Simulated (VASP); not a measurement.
# Ti in VASP: single point with PBE

Aim: the single point of Ti with PBE.

Program: VASP 6.6.1. These are calculated values, not measurements. Logs are shortened: lines on timing, memory, paths and dates and some standing lists are left out, and cuts for length are marked.

### Step 1. The cell of the first run

The cell holds a slab with vacuum, 5 atoms: a = 2.950 Å, b = 2.950 Å, c = 29.372 Å, α = 90.00°, β = 90.00°, γ = 120.00°.

### Step 2. Single point, PBE

The input, INCAR:

```
PREC = Accurate
ENCUT = 520
EDIFF = 1E-6
ISMEAR = 0
SIGMA = 0.1
LREAL = F
LASPH = T
NELM = 100
ALGO = Normal
ISIF = 2
LWAVE = F
LCHARG = F
LDIPOL = T
IDIPOL = 3
DIPOL = 0.5 0.5 0.499
GGA = PE
NBANDS = 38
```

The input, KPOINTS:

```
regular mesh
0
Gamma
  27 27 1
```

The input, POSCAR:

```
Ti
1.0
    2.9499978600      0.0000000000      0.0000000000
   -1.4749989300      2.5547730900      0.0000000000
    0.0000000000      0.0000000000     29.3719998090
Ti
5
Direct
    0.3333333332      0.6666666664      0.3404603045
    0.6666666668      0.3333333332      0.4202301523
    0.3333333332      0.6666666664      0.4992586515
    0.6666666668      0.3333333332      0.5803118358
    0.3333333332      0.6666666664      0.6535287248
```

Potentials or basis: VASP PAW PBE potentials, release 64 (Ti_sv).

Launch:

```bash
cat potpaw_PBE.64/Ti_sv/POTCAR > POTCAR
mpirun -np 1 vasp_std > vasp.out
```

OUTCAR:

```text
PREC = Accurate
   ENCUT = 520
   EDIFF = 1E-6
   ISMEAR = 0
   LREAL = F
   LASPH = T
   NELM = 100
   ISIF = 2
   GGA = PE

 ion  position               nearest neighbor table
   1  0.333  0.667  0.340-   2 2.90   2 2.90   2 2.90
   2  0.667  0.333  0.420-   3 2.88   3 2.88   3 2.88   1 2.90   1 2.90   1 2.90
   3  0.333  0.667  0.499-   2 2.88   2 2.88   2 2.88
   4  0.667  0.333  0.580-   5 2.74   5 2.74   5 2.74
   5  0.333  0.667  0.654-   4 2.74   4 2.74   4 2.74

  LATTYP: Found a hexagonal cell.
 ALAT       =     2.9499978600
 C/A-ratio  =     9.9566173275

  Lattice vectors:

 A1 = (   2.9499978600,   0.0000000000,   0.0000000000)
 A2 = (  -1.4749989300,   2.5547730900,   0.0000000000)
 A3 = (   0.0000000000,   0.0000000000,  29.3719998090)

Analysis of symmetry for initial positions (statically):
=====================================================================
 Subroutine PRICEL returns:
 Original cell was already a primitive cell.

 Routine SETGRP: Setting up the symmetry group for a
 hexagonal supercell.

 Subroutine GETGRP returns: Found  6 space group operations
 (whereof  6 operations were pure point group operations)
 out of a pool of 24 trial point group operations.

The static configuration has the point symmetry C_3v.

Analysis of symmetry for dynamics (positions and initial velocities):
=====================================================================
 Subroutine PRICEL returns:
 Original cell was already a primitive cell.

 Routine SETGRP: Setting up the symmetry group for a
 hexagonal supercell.

 Subroutine GETGRP returns: Found  6 space group operations
 (whereof  6 operations were pure point group operations)
 out of a pool of 24 trial point group operations.

The dynamic configuration has the point symmetry C_3v.

 Subroutine INISYM returns: Found  6 space group operations
 (whereof  6 operations are pure point group operations),
 and found     1 'primitive' translations

----------------------------------------------------------------------------------------

                                     Primitive cell

  volume of cell :     221.3643

  direct lattice vectors                    reciprocal lattice vectors
     2.949997860  0.000000000  0.000000000     0.338983297  0.195712097  0.000000000
    -1.474998930  2.554773090  0.000000000     0.000000000  0.391424195  0.000000000
     0.000000000  0.000000000 29.371999809     0.000000000  0.000000000  0.034046030

  length of vectors
     2.949997860  2.949997862 29.371999809     0.391424195  0.391424195  0.034046030

[... 96 lines left out ...]
   PSTRESS=    0.0 pullay stress
   NELECT =      60.0000    total number of electrons
   NUPDOWN=      -1.0000    fix difference up-down
   EMIN   =  10.00;   EMAX   =-10.00  energy-range for DOS
   EFERMI =   0.00;   METHOD = LEGACY
   ISMEAR =     0;   SIGMA  =   0.10  broadening in eV -4-tet -1-fermi 0-gaus
   EFERMI_NEDOS =   21; number of points for ismear=-14 and -15
   IALGO  =     38    algorithm
   IMIX   =      4    mixing-type and parameters
     AMIX     =   0.40;   BMIX     =  1.00
     AMIX_MAG =   1.60;   BMIX_MAG =  1.00
  volume/ion in A,a.u.               =      44.27       298.77
  Fermi-wavevector in a.u.,A,eV,Ry     =   1.059472  2.002111 15.272274  1.122480
  Thomas-Fermi vector in A             =   2.194818
   LORBIT       =      0    0 simple, 1 ext, 2 COOP (PROOUT), +10 PAW based schemes
   GGA     = PE    functional components
   LHFCALC =     F    Hartree Fock is set to
   AEXX    =    0.0000 exact exchange contribution
   IVDW    =     0    specifies the selected vdW correction
   LEPSILON=     F    determine dielectric tensor
   LRPA    =     F    only Hartree local field effects (RPA)
 non-spin polarized calculation
 Gauss-broadening in eV      SIGMA  =   0.10
  energy-cutoff  :      520.00
  volume of cell :      221.36
 maximum number of plane-waves:      6073
 NGX is ok and might be reduce to    24
   NGX = 11   NGY = 11   NGZ =109

 dipolmoment           0.000000      0.000000      0.001040 electrons x Angstroem

 number of electron      59.9999996 magnetization

 dipolmoment           0.000000      0.000000     -0.003535 electrons x Angstroem

 Free energy of the ion-electron system (eV)
  ---------------------------------------------------
  ext. energy  EPLUGINS =         0.00000000
  ---------------------------------------------------
  free energy    TOTEN  =       -37.29839539 eV

  energy without entropy =      -37.25573230  energy(sigma->0) =      -37.27706385

 E-fermi :   0.6885     XC(G=0):  -5.2666

 val. band max:        0.6865741623   @ k =   0.3333   0.2593   0.0000
 cond. band min:       0.6897595256   @ k =   0.3333   0.2222   0.0000
 fundamental gap:      0.0031853633
 Fermi energy:         0.6884672527

 k-point     1 :       0.0000    0.0000    0.0000
  band No.  band energies     occupation
      1     -56.2926      2.00000
      2     -56.2291      2.00000
      3     -56.1320      2.00000
      4     -56.0685      2.00000
      5     -56.0130      2.00000
      6     -32.7519      2.00000
[... 973 lines left out ...]
     37       1.7758      0.00000
     38       2.3955      0.00000

 [... further k-points ...]

------------------------ aborting loop because EDIFF is reached ----------------------------------------

 vacuum level on the upper side and lower side of the slab       (xc-potential included)        -0.268        -0.187

  FORCE on cell =-STRESS in cart. coord.  units (eV):
  Direction    XX          YY          ZZ          XY          YZ          ZX
  --------------------------------------------------------------------------------------
  -------------------------------------------------------------------------------------
  Total       -1.7668377     -1.7668377     -1.5449808      0.0000000      0.0000000     -0.0000000
  in kB      -12.7879133    -12.7879133    -11.1821707      0.0000000      0.0000000     -0.0000000
  external PRESSURE =     -12.2526658 kB  Pullay stress =       0.0000000 kB

 VOLUME and BASIS-vectors are now :
 -----------------------------------------------------------------------------
  energy-cutoff  :      520.00
  volume of cell :      221.36
      direct lattice vectors                 reciprocal lattice vectors
     2.949997860  0.000000000  0.000000000     0.338983297  0.195712097  0.000000000
    -1.474998930  2.554773090  0.000000000     0.000000000  0.391424195  0.000000000
     0.000000000  0.000000000 29.371999809     0.000000000  0.000000000  0.034046030

 POSITION                                       TOTAL-FORCE (eV/Angst)
 -----------------------------------------------------------------------------------
      0.00000      1.70318     10.00000        -0.000000      0.000000      0.642235
      1.47500      0.85159     12.34300         0.000000      0.000000     -0.656674
      0.00000      1.70318     14.66423         0.000000      0.000000      0.010091
      1.47500      0.85159     17.04492        -0.000000      0.000000      0.027899
      0.00000      1.70318     19.19545         0.000000     -0.000000     -0.023551
 -----------------------------------------------------------------------------------
    total drift:                               -0.000002      0.000005     -0.000849

  FREE ENERGIE OF THE ION-ELECTRON SYSTEM (eV)
  ---------------------------------------------------
  free  energy   TOTEN  =       -37.2983953918 eV

  energy  without entropy=      -37.2557323014  energy(sigma->0) =      -37.27706385

 vacuum level on the upper side and lower side of the slab         4.875         4.959
```

It took 40 min on 1 thread of Intel Xeon 8259CL, shared host; peak memory 0.65 GiB.

What came out:

| Property | Result |
| --- | --- |
| Free energy | -37.2984 eV |
| Largest force | 0.657 eV/Å |
| Band gap on the k mesh | zero (bands 30 and 31 overlap by 1.02 eV) |

Forces in eV/Å, atoms in the order of the input:
```
Ti   0.000  0.000  0.642
Ti   0.000  0.000 -0.657
Ti   0.000  0.000  0.010
Ti   0.000  0.000  0.028
Ti   0.000  0.000 -0.024
```
